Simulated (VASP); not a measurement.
CdTe:

```
Cd Te
1.0
     0.00000    3.44395    3.44395
     3.44395    0.00000    3.44395
     3.44395    3.44395    0.00000
Cd Te
1 1
Direct
  0.00000 0.00000 0.00000
  0.25000 0.25000 0.25000
```

This cell differs from its parent crystal: strain +5.0%.

Base run:

| Quantity | Value |
| --- | --- |
| Program | VASP 6.6.1 |
| Functional | r2SCAN |
| Potentials or basis | VASP PAW PBE potentials, release 64 (Cd, Te) |
| Cutoff | 520 eV |
| k mesh | 6 × 6 × 6 |
| Occupations | gaussian, width 0.01 eV |
| Spin | no spin polarisation |

Its results: band gap on the k mesh 0.70 eV, direct; pressure -4.1 GPa.

Problem. The run is repeated on the same cell with these changes: functional from r2SCAN to PBE; occupations from gaussian, width 0.01 eV to fermi-dirac, width 0.02 eV. What comes out?

Solution. Band gap on the k mesh 0.24 eV, direct; pressure -3.1 GPa.

Caveats: spin-orbit coupling is left out, which moves the levels of the heavy elements; the PAW data sets were made with another functional, which shifts forces and pressure a little (some runs).

